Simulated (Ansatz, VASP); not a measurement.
B in VASP and in Ansatz

INCAR

```
PREC = Accurate
ENCUT = 600
EDIFF = 1E-7
ISMEAR = 0
SIGMA = 0.1
LREAL = False
LASPH = True
NELM = 100
ALGO = Normal
ISIF = 3
LWAVE = False
LCHARG = False
GGA = PE
IBRION = 2
NSW = 100
EDIFFG = -0.01
```

File KPOINTS:

```
Automatic mesh
0
Gamma
  34 34 34
```

Contents of POSCAR:

```
B
1.0
   -1.1199362344      1.1199362344      2.6701733845
    1.1199362344     -1.1199362344      2.6701733845
    1.1199362344      1.1199362344     -2.6701733845
B
2
Direct
    0.3423791642      0.3423791642      0.0000000000
    0.6576208358      0.6576208358      0.0000000000
```

Input for Ansatz:

```yaml
crystal:
  lattice:
    - [-1.1199362344, 1.1199362344, 2.6701733845]
    - [1.1199362344, -1.1199362344, 2.6701733845]
    - [1.1199362344, 1.1199362344, -2.6701733845]
  atoms:
    - { symbol: B, position: [0.3423791642, 0.3423791642, 0.0] }
    - { symbol: B, position: [0.6576208358, 0.6576208358, 0.0] }
basis:
  ecutwfc: 420
kpoints:
  mp_grid: { grid: [34, 34, 34] }
hamiltonian:
  xc: pbe
scf:
  occupations: { method: gaussian, width: 0.1 }
output:
  forces: true
  stress: true
  eigenvalues: true
  write_density: true
  write_potential: true
  elf: true
  volumetric_format: npy
relax:
  adjacent_minimum: "off"
  f_tol: 0.01
  max_steps: 80
  cell: { stress_tol: 0.05 }
```

Alike in both runs: task relaxation of cell and atoms; functional PBE; k mesh 34 × 34 × 34; occupations gaussian, width 0.1 eV; no spin polarisation.

```csv
,VASP,Ansatz
version,VASP 6.6.1,Ansatz 0.2.0
potentials or method,"VASP PAW PBE potentials, release 64 (B), cutoff 600 eV","scalar-relativistic, plane waves, PAW"
valence electrons in the cell,6,6
```

```csv
,VASP,Ansatz,Ansatz less VASP
"gap on the k mesh at the Fermi level, each at its own relaxed structure (eV)",none,none,-
relaxed volume (Å³/atom),6.70,6.70,-0.001
relaxed length of the cell vector where the two differ most in proportion (Å),3.105,3.105,+0.0001
```

A gap of «none» marks a metal or a gap that the smearing closes.
